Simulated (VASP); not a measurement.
Runs of VASP 6.6.1 on HfO2. The structure is that of space group Fm-3m (No. 225), or close to it. The cells are those of the table. 

```tsv
task	level	U	cell	cutoff (eV)	gap on the mesh (eV)	pressure (GPa)
single point	PBEsol	-	a = 3.617 Å, angles 60.0°, 3 atoms	520	3.71	-13.6
relaxation of cell and atoms	PBEsol	-	relaxed from a = 3.617 Å, angles 60.0°, 3 atoms	600	3.87	0.0
single point	BLYP+D4	-	a = 3.593 Å, angles 60.0°, 3 atoms	520	(a)	-0.2
single point	PBEsol+U	Hf d U = 1.0 eV	a = 3.617 Å, angles 60.0°, 3 atoms	520	3.83	(b)
```

Alike in all rows: potentials or basis VASP PAW PBE potentials, release 64 (Hf_pv, O); no spin polarisation; k mesh 9 × 9 × 9; smearing fermi-dirac 0.05 eV.

Problem. Fill in the values left out.

Solution. (a) 3.94; (b) -10.9.

Caveats: the PAW data sets were made with another functional, which shifts forces and pressure a little; spin-orbit coupling is left out, which moves the levels of the heavy elements.

A k mesh can miss the band edges, and the runs leave out spin-orbit coupling on Hf.
